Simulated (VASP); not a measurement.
Write the native input for VASP 6.6.1 that does the following.

- Task: single point
- Functional: PBE
- Potentials or basis: VASP PAW PBE potentials, release 64 (Cu, Mo_sv)
- Cutoff: 600 eV
- k mesh: 3 × 3 × 4
- Occupations: gaussian, width 0.2 eV
- Spin: no spin polarisation
- Dipole correction: no
- Further INCAR settings: ALGO = Normal; EDIFF = 1e-06; NBANDS = 44

The structure of Cu5Mo lies in POSCAR:

```
Cu5Mo
1.0
    5.3190230290      0.0000000000      0.0000000000
    0.0000000000      5.3190230290      0.0000000000
    0.0000000000      0.0000000000      4.7505898149
Cu Mo
5 1
Direct
    0.2026720856      0.5000000000      0.0000000000
    0.7973279144      0.5000000000      0.0000000000
    0.5000000000      0.2026720856      0.0000000000
    0.5000000000      0.7973279144      0.0000000000
    0.0000000000      0.0000000000      0.5000000000
    0.0000000000      0.0000000000      0.0000000000
```

The cell was built from a structure type or drawn by symmetry, and may not be a known phase.

The input as run:

INCAR

```
PREC = Accurate
ENCUT = 600
EDIFF = 1E-6
ISMEAR = 0
SIGMA = 0.2
LREAL = F
LASPH = T
NELM = 120
ALGO = Normal
ISIF = 2
LWAVE = F
LCHARG = F
GGA = PE
NBANDS = 44
GGA_COMPAT = F
```

KPOINTS

```
Automatic mesh
0
Gamma
  3 3 4
```

Potentials or basis: VASP PAW PBE potentials, release 64 (Cu, Mo_sv).

Run with:

```sh
$ cat potpaw_PBE.64/Cu/POTCAR potpaw_PBE.64/Mo_sv/POTCAR > POTCAR
$ mpirun -np 1 vasp_std > vasp.out
```

Results of the run:

```
Pressure               : 0.4 GPa
Largest force          : 0.014 eV/Å
Band gap on the k mesh : zero (an odd number of electrons rules out a gap without spin polarisation)
```

Caveat: the k points lie up to 0.39 Å⁻¹ apart, too coarse for converged energies and pressures of a metal.

Run time: 80 s on 1 thread of AMD EPYC 9R45 (Zen 5), on a shared host, peak memory 0.24 GiB.
